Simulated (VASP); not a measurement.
Runs of VASP 6.6.1 on Mg2C. The structure is that of space group Fm-3m (No. 225), or close to it. The cells are those of the table. 

```csv
level,cell,smearing,gap on the mesh (eV),pressure (GPa)
PBE,"a = 3.834 Å, angles 60.0°, 3 atoms",fermi-dirac 0.02 eV,0.74,1.8
r2SCAN,"a = 3.815 Å, angles 60.0°, 3 atoms",gaussian 0.01 eV,1.11,1.1
PBE,"a = 3.815 Å, angles 60.0°, 3 atoms",fermi-dirac 0.02 eV,0.74,3.4
r2SCAN,"a = 3.834 Å, angles 60.0°, 3 atoms",gaussian 0.01 eV,1.11,(a)
```

Alike in all rows: task single point; potentials or basis VASP PAW PBE potentials, release 64 (C, Mg); no spin polarisation; k mesh 8 × 8 × 8; cutoff (eV) 520.

Problem. Estimate the missing entries.

Solution. (a) -0.4.

Caveats: the PAW data sets were made with another functional, which shifts forces and pressure a little (some runs).

A k mesh can miss the band edges.
